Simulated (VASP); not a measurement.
ZnAg3:

```
Zn Ag
1.0
     4.05250    0.00000    0.00000
     0.00000    4.05250    0.00000
     0.00000    0.00000    4.05250
Zn Ag
1 3
Cartesian
  0.0000 0.0000 0.0000
  0.0000 2.0263 2.0263
  2.0263 0.0000 2.0263
  2.0263 2.0263 0.0000
```

```yaml
Program: VASP 6.6.1
Task: relaxation of cell and atoms
Functional: LDA
Potentials_or_basis: VASP PAW LDA potentials, release 64 (Zn, Ag)
Cutoff: 600 eV
k_mesh: 6 × 6 × 6
Occupations: gaussian, width 0.1 eV
Spin: no spin polarisation
```

At the start: pressure -8.7 GPa; volume 16.64 Å³/atom.

How do energy, volume and symmetry change on relaxing?

Over 3 steps the energy falls by 37.8 meV/atom and the volume is 15.37 Å³/atom (-7.6 %); space group Pm-3m (No. 221, to 0.1 Å) before and after.

Step by step:
| step | energy change (eV) | largest force (eV/Å) | pressure (GPa) | volume (Å³) |
| --- | --- | --- | --- | --- |
| 1 | 0.0000 | 0.0000 | -8.66 | 66.55 |
| 2 | -0.0722 | 0.0000 | 8.42 | 58.26 |
| 3 | -0.1511 | 0.0000 | -0.06 | 61.47 |

Final structure:
```xyz
4
Lattice="3.9466 0.0000 0.0000 0.0000 3.9466 0.0000 0.0000 0.0000 3.9466" Properties=species:S:1:pos:R:3 pbc="T T T"
Zn    0.0000    0.0000    0.0000
Ag    0.0000    1.9733    1.9733
Ag    1.9733    0.0000    1.9733
Ag    1.9733    1.9733    0.0000
```
